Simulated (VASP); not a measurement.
Zr: single point with PBE

Crystal: Zr.

```
CELL_PARAMETERS angstrom
3.23200 0.00000 0.00000
-1.61600 2.79899 0.00000
0.00000 0.00000 5.14700
ATOMIC_POSITIONS crystal
Zr 0.33333 0.66667 0.25583
Zr 0.66667 0.33333 0.75000
```

This cell differs from its parent crystal: atom 1 (Zr) moved by [0.0, 0.0, 0.03] A.

```
Program             : VASP 6.6.1
Task                : single point
Functional          : PBE
Potentials or basis : VASP PAW PBE potentials, release 64 (Zr_sv)
Cutoff              : 520 eV
k mesh              : 13 × 13 × 7
Occupations         : fermi-dirac, width 0.03 eV
Spin                : no spin polarisation
```

```json
{
 "Pressure": "0.5 GPa",
 "Largest force": "0.100 eV/Å",
 "Band gap on the k mesh": "zero (bands 12 and 13 overlap by 1.11 eV)"
}
```

Forces in eV/Å, atoms in the order of the input:
```
Zr   0.000  0.000 -0.100
Zr   0.000  0.000  0.100
```

Stress tensor (GPa, compression positive):
```
0.22 0.00 0.00
0.00 0.22 0.00
0.00 0.00 1.10
```

Levels at points of the mesh, in eV from the Fermi level:
```tsv
k point	band 9	band 10	band 11	band 12	band 13	band 14	band 15	band 16
(0.00, 0.00, 0.00)	-5.68	-3.06	0.83	0.83	0.96	1.18	1.52	1.52
```

It took 29 s on 1 thread of Intel(R) Xeon(R) 6975P-C (Granite Rapids), with other jobs on the host, peak memory 0.22 GiB.

Caveat: the cell differs from its parent crystal (atom 1 (Zr) moved by [0.0, 0.0, 0.03] A).
